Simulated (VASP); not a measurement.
# WSe2 (P6_3/mmc) in VASP: notebook

The runs below take WSe2 through relaxation of shape and atoms at fixed volume, single point, with PBE.

Everything below comes from runs of VASP 6.6.1. Logs are shortened: lines on timing, memory, paths and dates and some standing lists are left out, and cuts for length are marked.

**What was measured.**

“Time-resolved XUV ARPES with tunable 24–33 eV laser pulses at 30 meV resolution”, 2019, pmc:6684652 reports, for a bulk crystal of WSe2: band gap 1.3 eV (indirect).

The runs below are set against these values where they give the same quantity.

### Step 1. The cell of the first run

It takes space group P6_3/mmc (No. 194, hexagonal). Conventional cell: a = 3.354 Å, b = 3.354 Å, c = 15.409 Å, α = 90.00°, β = 90.00°, γ = 120.00°. Within 3.4 Å of W (site symmetry -6m2) lie 6 Se at 2.57 Å and 6 W at 3.35 Å. Se (site symmetry 3m) has 3 W at 2.57 Å and 7 Se at 3.35 to 3.39 Å within 3.4 Å.

### Step 2. Relaxation of shape and atoms at fixed volume, PBE (volume scaled by 1.03)

Contents of INCAR:

```
SYSTEM = WSe2
PREC = Accurate
ENCUT = 600
EDIFF = 1E-7
ISMEAR = 0
SIGMA = 0.02
LREAL = .False.
LASPH = .True.
NELM = 100
ALGO = Normal
ISIF = 4
LWAVE = .False.
LCHARG = .False.
GGA = PE
IBRION = 2
NSW = 50
EDIFFG = -0.01
```

Contents of KPOINTS:

```
Automatic mesh
0
Gamma
  12 12 2
  0 0 0
```

Contents of POSCAR:

```
WSe2
1.0
    3.3535746826      0.0000000000      0.0000000000
   -1.6767873413      2.9042808686      0.0000000000
    0.0000000000      0.0000000000     15.4085307508
W Se
2 4
Direct
    0.3333333333      0.6666666667      0.2500000000
    0.6666666667      0.3333333333      0.7500000000
    0.3333333333      0.6666666667      0.6400208772
    0.6666666667      0.3333333333      0.1400208772
    0.3333333333      0.6666666667      0.8599791228
    0.6666666667      0.3333333333      0.3599791228
```

Potentials or basis: VASP PAW PBE potentials, release 64 (W_sv, Se).

On the command line:

```bash
$ cat potpaw_PBE.64/W_sv/POTCAR potpaw_PBE.64/Se/POTCAR > POTCAR
$ mpirun -np 1 vasp_std > vasp.out
```

OUTCAR:

```text
SYSTEM = WSe2
   PREC = Accurate
   ENCUT = 600
   EDIFF = 1E-7
   ISMEAR = 0
   LREAL = .False.
   LASPH = .True.
   NELM = 100
   ISIF = 4
   GGA = PE
   IBRION = 2
   NSW = 50
   EDIFFG = -0.01

 ion  position               nearest neighbor table
   1  0.333  0.667  0.250-   4 2.57   6 2.57   4 2.57   6 2.57   4 2.57   6 2.57
   2  0.667  0.333  0.750-   3 2.57   5 2.57   3 2.57   5 2.57   3 2.57   5 2.57
   3  0.333  0.667  0.640-   2 2.57   2 2.57   2 2.57
   4  0.667  0.333  0.140-   1 2.57   1 2.57   1 2.57
   5  0.333  0.667  0.860-   2 2.57   2 2.57   2 2.57
   6  0.667  0.333  0.360-   1 2.57   1 2.57   1 2.57

  LATTYP: Found a hexagonal cell.
 ALAT       =     3.3535746826
 C/A-ratio  =     4.5946585984

  Lattice vectors:

 A1 = (   3.3535746826,   0.0000000000,   0.0000000000)
 A2 = (  -1.6767873413,   2.9042808686,   0.0000000000)
 A3 = (   0.0000000000,   0.0000000000,  15.4085307508)

Analysis of symmetry for initial positions (statically):
=====================================================================
 Subroutine PRICEL returns:
 Original cell was already a primitive cell.

 Routine SETGRP: Setting up the symmetry group for a
 hexagonal supercell.

 Subroutine GETGRP returns: Found 24 space group operations
 (whereof 12 operations were pure point group operations)
 out of a pool of 24 trial point group operations.

The static configuration has the point symmetry D_3d.
 The point group associated with its full space group is D_6h.

Analysis of symmetry for dynamics (positions and initial velocities):
=====================================================================
 Subroutine PRICEL returns:
 Original cell was already a primitive cell.

 Routine SETGRP: Setting up the symmetry group for a
 hexagonal supercell.

 Subroutine GETGRP returns: Found 24 space group operations
 (whereof 12 operations were pure point group operations)
 out of a pool of 24 trial point group operations.

The dynamic configuration has the point symmetry D_3d.
 The point group associated with its full space group is D_6h.

 Subroutine INISYM returns: Found 24 space group operations
 (whereof 12 operations are pure point group operations),
 and found     1 'primitive' translations

----------------------------------------------------------------------------------------

                                     Primitive cell

  volume of cell :     150.0748

  direct lattice vectors                    reciprocal lattice vectors
     3.353574683  0.000000000  0.000000000     0.298189274  0.172159658  0.000000000
    -1.676787341  2.904280869  0.000000000     0.000000000  0.344319315  0.000000000
     0.000000000  0.000000000 15.408530751     0.000000000  0.000000000  0.064899114

  length of vectors
     3.353574683  3.353574683 15.408530751     0.344319315  0.344319315  0.064899114

  position of ions in fractional coordinates (direct lattice)
     0.333333333  0.666666667  0.250000000
     0.666666667  0.333333333  0.750000000
     0.333333333  0.666666667  0.640020877
     0.666666667  0.333333333  0.140020877
     0.333333333  0.666666667  0.859979123
     0.666666667  0.333333333  0.359979123

  ion indices of the primitive-cell ions
   primitive index   ion index
                 1           1
                 2           2
                 3           3
                 4           4
                 5           5
                 6           6

----------------------------------------------------------------------------------------

 KPOINTS: Automatic mesh

Automatic generation of k-mesh.
 Grid dimensions read from file:
 generate k-points for:   12   12    2

 Generating k-lattice:

  Cartesian coordinates                     Fractional coordinates (reciprocal lattice)
     0.024849106  0.014346638  0.000000000     0.083333333 -0.000000000  0.000000000
     0.000000000  0.028693276  0.000000000     0.000000000  0.083333333  0.000000000
     0.000000000  0.000000000  0.032449557     0.000000000  0.000000000  0.500000000

  Length of vectors
     0.028693276  0.028693276  0.032449557

  Shift w.r.t. Gamma in fractional coordinates (k-lattice)
     0.000000000  0.000000000  0.000000000

 Subroutine IBZKPT returns following result:
 ===========================================

 Found     38 irreducible k-points:

 Following reciprocal coordinates:
            Coordinates               Weight
  0.000000  0.000000  0.000000      1.000000
  0.083333  0.000000  0.000000      6.000000
  0.166667 -0.000000  0.000000      6.000000
  0.250000 -0.000000  0.000000      6.000000
  0.333333  0.000000  0.000000      6.000000
  0.416667 -0.000000  0.000000      6.000000
[... 16 lines left out ...]
  0.250000 -0.000000  0.500000      6.000000
  0.333333  0.000000  0.500000      6.000000
 [... further k-points ...]
   k-points           NKPTS =     38   k-points in BZ     NKDIM =     38   number of bands    NBANDS=     31
   number of dos      NEDOS =    301   number of ions     NIONS =      6
   total plane-waves  NPLWV =  98784
   dimension x,y,z NGX =    28 NGY =   28 NGZ =  126
   dimension x,y,z NGXF=    56 NGYF=   56 NGZF=  252
   ions per type =               2   4
   NGX,Y,Z   is equivalent  to a cutoff of  13.88, 13.88, 13.59 a.u.
   NGXF,Y,Z  is equivalent  to a cutoff of  27.76, 27.76, 27.19 a.u.
 SYSTEM =  WSe2
   PREC   = accura    normal or accurate (medium, high low for compatibility)
   ISTART =      0    job   : 0-new  1-cont  2-samecut
   ICHARG =      2    charge: 1-file 2-atom 10-const
   ISPIN  =      1    spin polarized calculation?
   LNONCOLLINEAR =      F non collinear calculations
   LSORBIT =      F    spin-orbit coupling
   LASPH  =      T    aspherical Exc in radial PAW
   ENCUT  =  600.0 eV  44.10 Ry    6.64 a.u.   6.70  6.70 30.77*2*pi/ulx,y,z
   NELM   =    100;   NELMIN=  2; NELMDL= -5     # of ELM steps
   EDIFF  = 0.1E-06   stopping-criterion for ELM
   LREAL  =      F    real-space projection
   EDIFFG = -.1E-01   stopping-criterion for IOM
   NSW    =     50    number of steps for IOM
   IBRION =      2    ionic relax: 0-MD 1-quasi-New 2-CG
   NFREE  =      1    steps in history (QN), initial steepest desc. (CG)
   ISIF   =      4    stress and relaxation
   ISYM   =      2    0-nonsym 1-usesym 2-fastsym
   POTIM  = 0.5000    time-step for ionic-motion
   TEBEG  =    0.0;   TEEND  =   0.0 temperature during run
   PSTRESS=    0.0 pullay stress
   NELECT =      52.0000    total number of electrons
   NUPDOWN=      -1.0000    fix difference up-down
   EMIN   =  10.00;   EMAX   =-10.00  energy-range for DOS
   EFERMI =   0.00;   METHOD = LEGACY
   ISMEAR =     0;   SIGMA  =   0.02  broadening in eV -4-tet -1-fermi 0-gaus
   EFERMI_NEDOS =   21; number of points for ismear=-14 and -15
   IALGO  =     38    algorithm
   IMIX   =      4    mixing-type and parameters
     AMIX     =   0.40;   BMIX     =  1.00
     AMIX_MAG =   1.60;   BMIX_MAG =  1.00
  volume/ion in A,a.u.               =      25.01       168.79
  Fermi-wavevector in a.u.,A,eV,Ry     =   1.149847  2.172895 17.988913  1.322148
  Thomas-Fermi vector in A             =   2.286514
   LORBIT       =      0    0 simple, 1 ext, 2 COOP (PROOUT), +10 PAW based schemes
   GGA     = PE    functional components
   LHFCALC =     F    Hartree Fock is set to
   AEXX    =    0.0000 exact exchange contribution
   IVDW    =     0    specifies the selected vdW correction
   LEPSILON=     F    determine dielectric tensor
   LRPA    =     F    only Hartree local field effects (RPA)
 conjugate gradient relaxation of ions
 non-spin polarized calculation
 Gauss-broadening in eV      SIGMA  =   0.02
  energy-cutoff  :      600.00
  volume of cell :      150.07
 maximum number of plane-waves:      5042
 NGX is ok and might be reduce to    28
   NGX = 13   NGY = 13   NGZ = 61

--------------------------------------- Ionic step        1  -------------------------------------------

 number of electron      52.0000003 magnetization

 Free energy of the ion-electron system (eV)
  ---------------------------------------------------
  ext. energy  EPLUGINS =         0.00000000
  ---------------------------------------------------
  free energy    TOTEN  =       -43.22118359 eV

  energy without entropy =      -43.22118359  energy(sigma->0) =      -43.22118359

------------------------ aborting loop because EDIFF is reached ----------------------------------------

  FORCE on cell =-STRESS in cart. coord.  units (eV):
  Direction    XX          YY          ZZ          XY          YZ          ZX
  --------------------------------------------------------------------------------------
  -------------------------------------------------------------------------------------
  Total       -2.5613961     -2.5613961     -2.8715395      0.0000000      0.0000000      0.0000000
  in kB      -27.3450985    -27.3450985    -30.6561460      0.0000000      0.0000000      0.0000000
  external PRESSURE =     -28.4487810 kB  Pullay stress =       0.0000000 kB
[... 265 lines left out ...]
  energy  without entropy=      -43.2571154157  energy(sigma->0) =      -43.25711542

--------------------------------------- Ionic step        8  -------------------------------------------

 number of electron      51.9999999 magnetization

 Free energy of the ion-electron system (eV)
  ---------------------------------------------------
  ext. energy  EPLUGINS =         0.00000000
  ---------------------------------------------------
  free energy    TOTEN  =       -43.25713474 eV

  energy without entropy =      -43.25713474  energy(sigma->0) =      -43.25713474

 E-fermi :   4.0975     XC(G=0):  -9.3127

 val. band max:        3.8835238503   @ k =   0.3333   0.3333   0.0000
 cond. band min:       5.3908032346   @ k =   0.1667   0.1667   0.0000
 fundamental gap:      1.5072793842
 Fermi energy:         4.0974733739

 k-point     1 :       0.0000    0.0000    0.0000
  band No.  band energies     occupation
      1     -70.2202      2.00000
      2     -70.2202      2.00000
      3     -34.4363      2.00000
      4     -34.4363      2.00000
      5     -34.3365      2.00000
      6     -34.3365      2.00000
[... 805 lines left out ...]
     30       6.1027      0.00000
     31       7.0681      0.00000

 [... further k-points ...]

------------------------ aborting loop because EDIFF is reached ----------------------------------------

  FORCE on cell =-STRESS in cart. coord.  units (eV):
  Direction    XX          YY          ZZ          XY          YZ          ZX
  --------------------------------------------------------------------------------------
  -------------------------------------------------------------------------------------
  Total       -0.0514513     -0.0514513     -0.0349013      0.0000000      0.0000000      0.0000000
  in kB       -0.5492870     -0.5492870     -0.3726015      0.0000000      0.0000000      0.0000000
  external PRESSURE =      -0.4903918 kB  Pullay stress =       0.0000000 kB
[... 21 lines left out ...]
  FREE ENERGIE OF THE ION-ELECTRON SYSTEM (eV)
  ---------------------------------------------------
  free  energy   TOTEN  =       -43.2571347444 eV

  energy  without entropy=      -43.2571347444  energy(sigma->0) =      -43.25713474

 reached required accuracy - stopping structural energy minimisation
```

Run time: 8.9 min. Hardware: 1 thread of Intel Xeon 6975P-C (Granite Rapids), shared host; peak memory 0.42 GiB.

What came out:

```yaml
Free_energy: -43.2571 eV
Energy_gained_by_relaxing: 6.0 meV/atom
Ionic_steps: 8
Pressure_after_relaxing: 0.0 GPa
Band_gap_on_the_k_mesh: 1.51 eV, indirect (least direct gap 1.53 eV)
```

Step by step:
```tsv
step	energy change (eV)	largest force (eV/Å)	pressure (GPa)	volume (Å³)
1	0.0000	0.4194	-2.84	150.07
2	-0.0189	0.0630	-1.47	150.07
3	-0.0190	0.0321	-1.35	150.07
4	-0.0296	0.0156	-0.83	150.07
5	-0.0359	0.0139	0.03	150.07
6	-0.0359	0.0133	0.00	150.07
7	-0.0359	0.0125	-0.10	150.07
8	-0.0360	0.0008	-0.05	150.07
```

Final structure:
```cif
data_structure
_symmetry_space_group_name_H-M 'P 1'
_symmetry_Int_Tables_number 1
_cell_length_a 3.3235
_cell_length_b 3.3235
_cell_length_c 15.6891
_cell_angle_alpha 90.000
_cell_angle_beta 90.000
_cell_angle_gamma 120.000
_cell_volume 150.07
loop_
_atom_site_label
_atom_site_type_symbol
_atom_site_fract_x
_atom_site_fract_y
_atom_site_fract_z
_atom_site_occupancy
W1 W 0.33333 0.66667 0.25000 1
W2 W 0.66667 0.33333 0.75000 1
Se1 Se 0.33333 0.66667 0.64293 1
Se2 Se 0.66667 0.33333 0.14293 1
Se3 Se 0.33333 0.66667 0.85707 1
Se4 Se 0.66667 0.33333 0.35707 1
```

Levels at points of the mesh, in eV from the valence-band top:
```tsv
k point	band 22	band 23	band 24	band 25	band 26	band 27	band 28	band 29	band 30	band 31
(0.00, 0.00, 0.00)	-1.25	-1.25	-1.25	-0.51	-0.14	2.87	2.87	2.87	2.87	3.03
(0.50, 0.00, 0.00)	-2.13	-1.00	-0.99	-0.97	-0.96	2.32	2.32	2.65	2.72	3.48
(0.00, 0.00, 0.50)	-1.25	-1.25	-1.25	-0.29	-0.29	2.87	2.87	2.87	2.87	3.04
(0.50, 0.00, 0.50)	-2.14	-0.99	-0.99	-0.97	-0.97	2.32	2.32	2.69	2.69	3.63
```

Caveat: the cell differs from its parent crystal (volume scaled by 1.03); spin-orbit coupling is left out, which moves the levels of the heavy elements; this functional lacks dispersion, which binds the layers, so the pressure and a relaxed spacing across them are unreliable. A k mesh can miss the band edges.

[end of part 1 of 2]
